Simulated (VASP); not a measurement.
Set up this calculation in VASP 6.6.1, as the native input.

| Quantity | Value |
| --- | --- |
| Task | single point |
| Functional | PBEsol |
| Potentials or basis | VASP PAW PBE potentials, release 64 (Si, Ti_sv) |
| Cutoff | 520 eV |
| k mesh | 2 × 2 × 2 |
| Occupations | gaussian, width 0.02 eV |
| Spin | no spin polarisation |
| Dipole correction | no |
| Further INCAR settings | LREAL = Auto; ALGO = Normal; EDIFF = 1e-06; NBANDS = 52 |

The structure of TiSi16 (a cell with a defect) lies in POSCAR:

```
TiSi16
1.0
    0.0000000000      5.4300000000      5.4300000000
    5.4300000000      0.0000000000      5.4300000000
    5.4300000000      5.4300000000      0.0000000000
Si Ti
16 1
Direct
    0.0534081952     -0.0078011971     -0.0230505525
    0.1421536832      0.1336772560      0.1191940147
   -0.0015766114      0.0136289134      0.4935955801
    0.1423359116      0.1332852670      0.6044464088
   -0.0312278085      0.5062022099      0.0198176796
    0.1127090239      0.6258738490      0.1306324125
   -0.0310232044      0.5058145488      0.5050399632
    0.0576596685      0.6473174954      0.6473171271
    0.5156500000      0.0193205341      0.0028805709
    0.6770938306      0.1234616022      0.0995105893
    0.5159223757      0.0180382136      0.4617284530
    0.6274186004      0.1602469613      0.6054766114
    0.4837225599      0.4792396869      0.0187665746
    0.5951980663      0.6214192449      0.1625827808
    0.4339925414      0.5160054328      0.5247960405
    0.5954912523      0.6201503683      0.6213652855
    0.5555647330      0.8197319521      0.8121481584
```

These files were run (other wordings do the same):

INCAR

```
PREC = Accurate ; ENCUT = 520
EDIFF = 1E-6 ; ISMEAR = 0
SIGMA = 0.02 ; LREAL = Auto
LASPH = T ; NELM = 60
ALGO = Normal ; ISIF = 2
LWAVE = F ; LCHARG = F
GGA = PS ; NBANDS = 52
```

KPOINTS

```
Automatic mesh
0
Gamma
  2 2 2
```

Potentials or basis: VASP PAW PBE potentials, release 64 (Si, Ti_sv).

Launch:

```bash
$ cat potpaw_PBE.64/Si/POTCAR potpaw_PBE.64/Ti_sv/POTCAR > POTCAR
$ mpirun -np 1 vasp_std > vasp.out
```

Results of the run:

| Item | Value |
| --- | --- |
| Pressure | 3.2 GPa |
| Largest force | 0.013 eV/Å |
| Band gap on the k mesh | zero (bands 38 and 39 overlap by 0.28 eV) |

Caveat: the k points lie up to 0.50 Å⁻¹ apart; the PAW data sets were made with another functional, which shifts forces and pressure a little.

It took 5.8 min on 1 thread of AMD EPYC 7R13 Processor (Zen 3) (shared host), peak memory 0.47 GiB.
